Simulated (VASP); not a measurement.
Set up this calculation in VASP 6.6.1, as the native input.

| Quantity | Value |
| --- | --- |
| Task | single point |
| Functional | PBE |
| Potentials or basis | VASP PAW PBE potentials, release 64 (Co) |
| Cutoff | 520 eV |
| k mesh | 11 × 11 × 11 |
| Occupations | gaussian, width 0.1 eV |
| Spin | collinear spin, ferromagnetic start |
| Starting moments | [0.83] μB |
| Fixed moment | 0.83 μB |
| Dipole correction | no |
| Further INCAR settings | ALGO = Normal; EDIFF = 1e-07; NBANDS = 14 |

The structure of Co lies in POSCAR:

```
Co
1.0
    0.0000000000      1.8011500000      1.8011500000
    1.8011500000      0.0000000000      1.8011500000
    1.8011500000      1.8011500000      0.0000000000
Co
1
Direct
    0.0000000000      0.0000000000      0.0000000000
```

The input as run:

INCAR

```
SYSTEM = Co
PREC = Accurate
ENCUT = 520
EDIFF = 1E-7
ISMEAR = 0
SIGMA = 0.1
LREAL = .False.
LASPH = .True.
NELM = 150
ALGO = Normal
ISIF = 2
LWAVE = .False.
LCHARG = .True.
ISPIN = 2
MAGMOM = 0.83
LORBIT = 11
NUPDOWN = 0.83
LMAXMIX = 4
GGA = PE
LELF = .True.
LVHAR = .True.
NBANDS = 14
```

KPOINTS

```
Automatic mesh
0
Gamma
  11 11 11
  0 0 0
```

Potentials or basis: VASP PAW PBE potentials, release 64 (Co).

Launch:

```bash
$ cat potpaw_PBE.64/Co/POTCAR > POTCAR
$ mpirun -np 1 vasp_std > vasp.out
```

Results of the run:

* Pressure: -21.1 GPa
* Net moment: 0.83 μB per cell
* Site moments: Co +0.85 μB
* Valence electrons inside the program's atomic spheres: Co 8.14

Caveat: the total moment is fixed, so each spin has its own Fermi level.

Run time: 15 s on 1 thread of AMD EPYC 7R13 Processor (Zen 3), on a shared host, peak memory 0.11 GiB.
